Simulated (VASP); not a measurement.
# MoS2 (P-3m1) in VASP: notebook

The runs below take MoS2 through single point, with LDA.

Everything below comes from runs of VASP 6.6.1. Logs are shortened: lines on timing, memory, paths and dates and some standing lists are left out, and cuts for length are marked.

### Step 1. The cell of the first run

Symmetry: P-3m1, No. 164, trigonal system. The conventional cell has a = 3.227 Å, b = 3.227 Å, c = 6.312 Å, α = 90.00°, β = 90.00°, γ = 120.00°. Mo (site symmetry -3m) has 6 S at 2.42 Å and 6 Mo at 3.23 Å within 3.3 Å. S (site symmetry 3m) has 3 Mo at 2.42 Å and 6 S at 3.23 Å within 3.3 Å.

### Step 2. Single point, LDA

The input, INCAR:

```
  ALGO = Normal
  EDIFF = 1E-6
  ENCUT = 500
  GGA = CA
  GGA_COMPAT = F
  ISIF = 2
  ISMEAR = -1
  LASPH = T
  LCHARG = F
  LREAL = F
  LWAVE = F
  NBANDS = 20
  NELM = 120
  PREC = Accurate
  SIGMA = 0.5
```

The input, KPOINTS:

```
k-points
0
Gamma
  7 7 3
```

The input, POSCAR:

```
MoS2
1.0
    3.2274650000      0.0000000000      0.0000000000
   -1.6137325000      2.7950666798      0.0000000000
    0.0000000000      0.0000000000      6.3124730000
Mo S
1 2
Direct
    0.0000000000      0.0000000000      0.5000000000
    0.3333333333      0.6666666667      0.2553190000
    0.6666666667      0.3333333333      0.7446810000
```

Potentials or basis: VASP PAW LDA potentials, release 64 (Mo_sv, S).

Run with:

```bash
cat potpaw_LDA.64/Mo_sv/POTCAR potpaw_LDA.64/S/POTCAR > POTCAR
mpirun -np 1 vasp_std > vasp.out
```

OUTCAR:

```text
EDIFF = 1E-6
   ENCUT = 500
   GGA = CA
   ISIF = 2
   ISMEAR = -1
   LASPH = T
   LREAL = F
   NELM = 120
   PREC = Accurate

 ion  position               nearest neighbor table
   1  0.000  0.000  0.500-   2 2.42   3 2.42   2 2.42   3 2.42   3 2.42   2 2.42
   2  0.333  0.667  0.255-   1 2.42   1 2.42   1 2.42
   3  0.667  0.333  0.745-   1 2.42   1 2.42   1 2.42

  LATTYP: Found a hexagonal cell.
 ALAT       =     3.2274650000
 C/A-ratio  =     1.9558610241

  Lattice vectors:

 A1 = (   3.2274650000,   0.0000000000,   0.0000000000)
 A2 = (  -1.6137325000,   2.7950666798,   0.0000000000)
 A3 = (   0.0000000000,   0.0000000000,   6.3124730000)

Analysis of symmetry for initial positions (statically):
=====================================================================
 Subroutine PRICEL returns:
 Original cell was already a primitive cell.

 Routine SETGRP: Setting up the symmetry group for a
 hexagonal supercell.

 Subroutine GETGRP returns: Found 12 space group operations
 (whereof 12 operations were pure point group operations)
 out of a pool of 24 trial point group operations.

The static configuration has the point symmetry D_3d.

Analysis of symmetry for dynamics (positions and initial velocities):
=====================================================================
 Subroutine PRICEL returns:
 Original cell was already a primitive cell.

 Routine SETGRP: Setting up the symmetry group for a
 hexagonal supercell.

 Subroutine GETGRP returns: Found 12 space group operations
 (whereof 12 operations were pure point group operations)
 out of a pool of 24 trial point group operations.

The dynamic configuration has the point symmetry D_3d.

 Subroutine INISYM returns: Found 12 space group operations
 (whereof 12 operations are pure point group operations),
 and found     1 'primitive' translations

----------------------------------------------------------------------------------------

                                     Primitive cell

  volume of cell :      56.9447

  direct lattice vectors                    reciprocal lattice vectors
     3.227465000  0.000000000  0.000000000     0.309840695  0.178886609  0.000000000
    -1.613732500  2.795066680  0.000000000     0.000000000  0.357773218  0.000000000
     0.000000000  0.000000000  6.312473000     0.000000000  0.000000000  0.158416519

  length of vectors
     3.227465000  3.227465000  6.312473000     0.357773218  0.357773218  0.158416519

  position of ions in fractional coordinates (direct lattice)
     0.000000000  0.000000000  0.500000000
     0.333333333  0.666666667  0.255319000
     0.666666667  0.333333333  0.744681000

  ion indices of the primitive-cell ions
   primitive index   ion index
                 1           1
                 2           2
                 3           3

----------------------------------------------------------------------------------------

 KPOINTS: k-points

Automatic generation of k-mesh.
 Grid dimensions read from file:
 generate k-points for:    7    7    3

 Generating k-lattice:

  Cartesian coordinates                     Fractional coordinates (reciprocal lattice)
     0.044262956  0.025555230  0.000000000     0.142857143  0.000000000  0.000000000
     0.000000000  0.051110460  0.000000000     0.000000000  0.142857143  0.000000000
     0.000000000  0.000000000  0.052805506     0.000000000  0.000000000  0.333333333

  Length of vectors
     0.051110460  0.051110460  0.052805506

  Shift w.r.t. Gamma in fractional coordinates (k-lattice)
     0.000000000  0.000000000  0.000000000

 Subroutine IBZKPT returns following result:
 ===========================================

 Found     20 irreducible k-points:

 Following reciprocal coordinates:
            Coordinates               Weight
  0.000000  0.000000  0.000000      1.000000
  0.142857  0.000000  0.000000      6.000000
  0.285714 -0.000000  0.000000      6.000000
  0.428571  0.000000  0.000000      6.000000
  0.142857  0.142857  0.000000      6.000000
  0.285714  0.142857  0.000000     12.000000
[... 12 lines left out ...]
  0.428571  0.142857  0.333333     12.000000
  0.285714  0.285714  0.333333     12.000000
   k-points           NKPTS =     20   k-points in BZ     NKDIM =     20   number of bands    NBANDS=     20
   number of dos      NEDOS =    301   number of ions     NIONS =      3
   total plane-waves  NPLWV =  27648
   dimension x,y,z NGX =    24 NGY =   24 NGZ =   48
   dimension x,y,z NGXF=    48 NGYF=   48 NGZF=   96
   ions per type =               1   2
   NGX,Y,Z   is equivalent  to a cutoff of  12.36, 12.36, 12.64 a.u.
   NGXF,Y,Z  is equivalent  to a cutoff of  24.72, 24.72, 25.28 a.u.
 SYSTEM =  unknown system
   PREC   = accura    normal or accurate (medium, high low for compatibility)
   ISTART =      0    job   : 0-new  1-cont  2-samecut
   ICHARG =      2    charge: 1-file 2-atom 10-const
   ISPIN  =      1    spin polarized calculation?
   LNONCOLLINEAR =      F non collinear calculations
   LSORBIT =      F    spin-orbit coupling
   LASPH  =      T    aspherical Exc in radial PAW
   ENCUT  =  500.0 eV  36.75 Ry    6.06 a.u.   5.88  5.88 11.51*2*pi/ulx,y,z
   NELM   =    120;   NELMIN=  2; NELMDL= -5     # of ELM steps
   EDIFF  = 0.1E-05   stopping-criterion for ELM
   LREAL  =      F    real-space projection
   EDIFFG = 0.1E-04   stopping-criterion for IOM
   NSW    =      0    number of steps for IOM
   IBRION =     -1    ionic relax: 0-MD 1-quasi-New 2-CG
   NFREE  =      0    steps in history (QN), initial steepest desc. (CG)
   ISIF   =      2    stress and relaxation
   ISYM   =      2    0-nonsym 1-usesym 2-fastsym
   POTIM  = 0.5000    time-step for ionic-motion
   TEBEG  =    0.0;   TEEND  =   0.0 temperature during run
   PSTRESS=    0.0 pullay stress
   NELECT =      26.0000    total number of electrons
   NUPDOWN=      -1.0000    fix difference up-down
   EMIN   =  10.00;   EMAX   =-10.00  energy-range for DOS
   EFERMI =   0.00;   METHOD = LEGACY
   ISMEAR =    -1;   SIGMA  =   0.50  broadening in eV -4-tet -1-fermi 0-gaus
   EFERMI_NEDOS =   21; number of points for ismear=-14 and -15
   IALGO  =     38    algorithm
   IMIX   =      4    mixing-type and parameters
     AMIX     =   0.40;   BMIX     =  1.00
     AMIX_MAG =   1.60;   BMIX_MAG =  1.00
  volume/ion in A,a.u.               =      18.98       128.09
  Fermi-wavevector in a.u.,A,eV,Ry     =   1.260612  2.382212 21.621607  1.589143
  Thomas-Fermi vector in A             =   2.394113
   LORBIT       =      0    0 simple, 1 ext, 2 COOP (PROOUT), +10 PAW based schemes
   GGA     = CA    functional components
   LHFCALC =     F    Hartree Fock is set to
   AEXX    =    0.0000 exact exchange contribution
   IVDW    =     0    specifies the selected vdW correction
   LEPSILON=     F    determine dielectric tensor
   LRPA    =     F    only Hartree local field effects (RPA)
 non-spin polarized calculation
  energy-cutoff  :      500.00
  volume of cell :       56.94
 maximum number of plane-waves:      1462
   NGX = 11   NGY = 11   NGZ = 23

 number of electron      26.0000000 magnetization

 Free energy of the ion-electron system (eV)
  ---------------------------------------------------
  ext. energy  EPLUGINS =         0.00000000
  ---------------------------------------------------
  free energy    TOTEN  =       -24.20964734 eV

  energy without entropy =      -22.80913527  energy(sigma->0) =      -23.50939131

 E-fermi :   6.6078     XC(G=0): -10.7684

 val. band max:        6.5488653759   @ k =   0.0000   0.0000   0.3333
 cond. band min:       6.8439070933   @ k =   0.1429   0.0000   0.0000
 fundamental gap:      0.2950417174
 Fermi energy:         6.6077665326

 k-point     1 :       0.0000    0.0000    0.0000
  band No.  band energies     occupation
      1     -54.5589      2.00000
      2     -28.8533      2.00000
      3     -28.7325      2.00000
      4     -28.7325      2.00000
      5      -7.9953      2.00000
      6      -6.5314      2.00000
[... 12 lines left out ...]
     19      12.7669      0.00001
     20      16.3089      0.00000

 k-point     2 :       0.1429    0.0000    0.0000
  band No.  band energies     occupation
      1     -54.5528      2.00000
      2     -28.8409      2.00000
      3     -28.7964      2.00000
      4     -28.7471      2.00000
      5      -7.6919      2.00000
      6      -6.4680      2.00000
[... 12 lines left out ...]
     19      14.0193      0.00000
     20      15.7138      0.00000

 k-point     3 :       0.2857   -0.0000    0.0000
  band No.  band energies     occupation
      1     -54.5391      2.00000
      2     -28.9380      2.00000
      3     -28.8126      2.00000
      4     -28.7799      2.00000
      5      -6.9347      2.00000
      6      -6.2921      2.00000
[... 12 lines left out ...]
     19      14.0279      0.00000
     20      14.5993      0.00000

 k-point     4 :       0.4286    0.0000    0.0000
  band No.  band energies     occupation
      1     -54.5281      2.00000
      2     -29.0491      2.00000
      3     -28.8060      2.00000
      4     -28.7899      2.00000
      5      -6.4271      2.00000
      6      -5.8518      2.00000
[... 12 lines left out ...]
     19      13.4426      0.00000
     20      14.6784      0.00000

 k-point     5 :       0.1429    0.1429    0.0000
  band No.  band energies     occupation
      1     -54.5429      2.00000
      2     -28.8898      2.00000
      3     -28.8208      2.00000
      4     -28.7799      2.00000
      5      -7.1494      2.00000
      6      -6.3566      2.00000
[... 12 lines left out ...]
     19      15.2426      0.00000
     20      15.5445      0.00000

 k-point     6 :       0.2857    0.1429    0.0000
  band No.  band energies     occupation
      1     -54.5305      2.00000
      2     -28.9975      2.00000
      3     -28.8284      2.00000
      4     -28.7947      2.00000
      5      -6.4137      2.00000
      6      -6.1167      2.00000
[... 12 lines left out ...]
     19      14.1955      0.00000
     20      14.8526      0.00000

 k-point     7 :       0.4286    0.1429    0.0000
  band No.  band energies     occupation
      1     -54.5250      2.00000
      2     -29.0442      2.00000
      3     -28.8500      2.00000
      4     -28.7837      2.00000
      5      -6.2477      2.00000
      6      -5.7459      2.00000
[... 12 lines left out ...]
     19      13.5107      0.00000
     20      15.1973      0.00000
[... 185 lines left out ...]
 k-point    16 :       0.1429    0.1429    0.3333
  band No.  band energies     occupation
      1     -54.5429      2.00000
      2     -28.8898      2.00000
      3     -28.8208      2.00000
      4     -28.7799      2.00000
      5      -7.0300      2.00000
      6      -6.5069      2.00000
[... 12 lines left out ...]
     19      15.1539      0.00000
     20      15.4488      0.00000

 k-point    17 :       0.2857    0.1429    0.3333
  band No.  band energies     occupation
      1     -54.5305      2.00000
      2     -28.9975      2.00000
      3     -28.8284      2.00000
      4     -28.7948      2.00000
      5      -6.4521      2.00000
      6      -6.0663      2.00000
[... 12 lines left out ...]
     19      14.1762      0.00000
     20      15.4559      0.00000

 k-point    18 :      -0.1429    0.4286    0.3333
  band No.  band energies     occupation
      1     -54.5305      2.00000
      2     -28.9975      2.00000
      3     -28.8284      2.00000
      4     -28.7948      2.00000
      5      -6.3504      2.00000
      6      -6.1840      2.00000
[... 12 lines left out ...]
     19      14.1469      0.00000
     20      15.0817      0.00000

 k-point    19 :       0.4286    0.1429    0.3333
  band No.  band energies     occupation
      1     -54.5250      2.00000
      2     -29.0442      2.00000
      3     -28.8500      2.00000
      4     -28.7837      2.00000
      5      -6.2901      2.00000
      6      -5.6926      2.00000
[... 12 lines left out ...]
     19      13.5851      0.00000
     20      14.9974      0.00000

 k-point    20 :       0.2857    0.2857    0.3333
  band No.  band energies     occupation
      1     -54.5236      2.00000
      2     -28.9993      2.00000
      3     -28.9131      2.00000
      4     -28.7810      2.00000
      5      -6.0377      2.00000
      6      -5.8511      2.00000
[... 12 lines left out ...]
     19      14.1337      0.00000
     20      15.1117      0.00000

------------------------ aborting loop because EDIFF is reached ----------------------------------------

  FORCE on cell =-STRESS in cart. coord.  units (eV):
  Direction    XX          YY          ZZ          XY          YZ          ZX
  --------------------------------------------------------------------------------------
  -------------------------------------------------------------------------------------
  Total       -1.1902252     -1.1902252     -0.9844681     -0.0000000      0.0000000      0.0000000
  in kB      -33.4877894    -33.4877894    -27.6986746     -0.0000000      0.0000000      0.0000000
  external PRESSURE =     -31.5580845 kB  Pullay stress =       0.0000000 kB

 VOLUME and BASIS-vectors are now :
 -----------------------------------------------------------------------------
  energy-cutoff  :      500.00
  volume of cell :       56.94
      direct lattice vectors                 reciprocal lattice vectors
     3.227465000  0.000000000  0.000000000     0.309840695  0.178886609  0.000000000
    -1.613732500  2.795066680  0.000000000     0.000000000  0.357773218  0.000000000
     0.000000000  0.000000000  6.312473000     0.000000000  0.000000000  0.158416519

 POSITION                                       TOTAL-FORCE (eV/Angst)
 -----------------------------------------------------------------------------------
      0.00000      0.00000      3.15624         0.000000      0.000000      0.000000
     -0.00000      1.86338      1.61169        -0.000000      0.000000      0.052071
      1.61373      0.93169      4.70078         0.000000     -0.000000     -0.052071
 -----------------------------------------------------------------------------------
    total drift:                                0.000000      0.000000      0.000000

  FREE ENERGIE OF THE ION-ELECTRON SYSTEM (eV)
  ---------------------------------------------------
  free  energy   TOTEN  =       -24.2096473414 eV

  energy  without entropy=      -22.8091352691  energy(sigma->0) =      -23.50939131
```

Run time: 15 s. Hardware: 1 thread of Intel Xeon Platinum 8488C (Sapphire Rapids), shared host; peak memory 0.15 GiB.

Results:

```
Free energy            : -24.2096 eV
Pressure               : -3.2 GPa
Largest force          : 0.052 eV/Å
Band gap on the k mesh : zero (bands 13 and 14 overlap by 0.67 eV)
```

Forces on the atoms (eV/Å):
```
Mo   0.000  0.000  0.000
S    0.000  0.000  0.052
S    0.000  0.000 -0.052
```

Stress tensor (GPa, compression positive):
```
-3.35  0.00  0.00
 0.00 -3.35  0.00
 0.00  0.00 -2.77
```

Levels at points of the mesh, in eV from the Fermi level:
```csv
k point,band 10,band 11,band 12,band 13,band 14,band 15,band 16,band 17
"(0.00, 0.00, 0.00)",-1.66,-0.95,-0.76,-0.76,-0.14,-0.14,3.38,3.38
```

Caveat: the cell stands under tension; so wide a smearing shifts energies and pressures.

### Step 3. Single point, LDA

The input, INCAR:

```
SYSTEM = MoS2
PREC = Accurate ; ENCUT = 500
EDIFF = 1E-6 ; ISMEAR = -1
SIGMA = 0.3 ; LREAL = .FALSE.
LASPH = .TRUE. ; NELM = 120
ALGO = Normal ; ISIF = 2
LWAVE = .FALSE. ; LCHARG = .FALSE.
NBANDS = 20 ; GGA_COMPAT = .FALSE.
```

The input, KPOINTS:

```
Automatic mesh
0
G
  7 7 3
  0 0 0
```

POSCAR is that of step 2.

Potentials or basis: VASP PAW LDA potentials, release 64 (Mo_sv, S).

Run with:

```bash
cat potpaw_LDA.64/Mo_sv/POTCAR potpaw_LDA.64/S/POTCAR > POTCAR
mpirun -np 1 vasp_std > vasp.out
```

It took 16 s on 1 thread of Intel Xeon Platinum 8488C (Sapphire Rapids), shared host; peak memory 0.15 GiB.

The run converged. Its results:

| Quantity | Value |
| --- | --- |
| Free energy | -23.7665 eV |
| Pressure | -4.8 GPa |
| Largest force | 0.111 eV/Å |
| Band gap on the k mesh | zero (bands 13 and 14 overlap by 0.63 eV) |

Forces on the atoms (eV/Å):
```
Mo   0.000  0.000  0.000
S    0.000  0.000  0.111
S    0.000  0.000 -0.111
```

Stress tensor (GPa, compression positive):
```
-5.54  0.00  0.00
 0.00 -5.54  0.00
 0.00  0.00 -3.33
```

Levels at points of the mesh, in eV from the Fermi level:
```csv
k point,band 9,band 10,band 11,band 12,band 13,band 14,band 15,band 16,band 17,band 18
"(0.00, 0.00, 0.00)",-3.90,-1.69,-1.00,-0.84,-0.84,-0.17,-0.17,3.33,3.33,6.11
```

Caveat: the cell stands under tension; so wide a smearing shifts energies and pressures.
